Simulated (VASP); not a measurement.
Input of a VASP 6.6.1 run:

Contents of INCAR:

```
SYSTEM = SnTe
ALGO = Normal ; EDIFF = 1E-8
ENCUT = 520 ; GGA = PS
IBRION = 8 ; ISIF = 2
ISMEAR = 0 ; LASPH = .TRUE.
LCHARG = .FALSE. ; LEPSILON = .TRUE.
LREAL = .FALSE. ; LWAVE = .FALSE.
NELM = 80 ; NSW = 1
PREC = Accurate ; SIGMA = 0.01
```

The input KPOINTS:

```
k-points
0
G
  6 6 6
  0 0 0
```

The input POSCAR:

```
SnTe
1.0
    0.0000000000      3.1508500000      3.1508500000
    3.1508500000      0.0000000000      3.1508500000
    3.1508500000      3.1508500000      0.0000000000
Te Sn
1 1
Direct
    0.5000000000      0.5000000000      0.5000000000
    0.0000000000      0.0000000000      0.0000000000
```

Potentials or basis: VASP PAW PBE potentials, release 64 (Te, Sn_d).

Launch:

```bash
$ cat potpaw_PBE.64/Te/POTCAR potpaw_PBE.64/Sn_d/POTCAR > POTCAR
$ mpirun -np 1 vasp_std > vasp.out
```

(1) What does it give for the electronic dielectric tensor (diagonal)?

(2) Predict the Born charges (mean of the diagonal).

(3) What does it give for the highest phonon frequency at Γ, LO-TO splitting left out?

## Answers

(1) 200.99.

(2) Te -13.62; Sn +13.62 e.

(3) 0 cm⁻¹.

Caveat: some modes are imaginary.
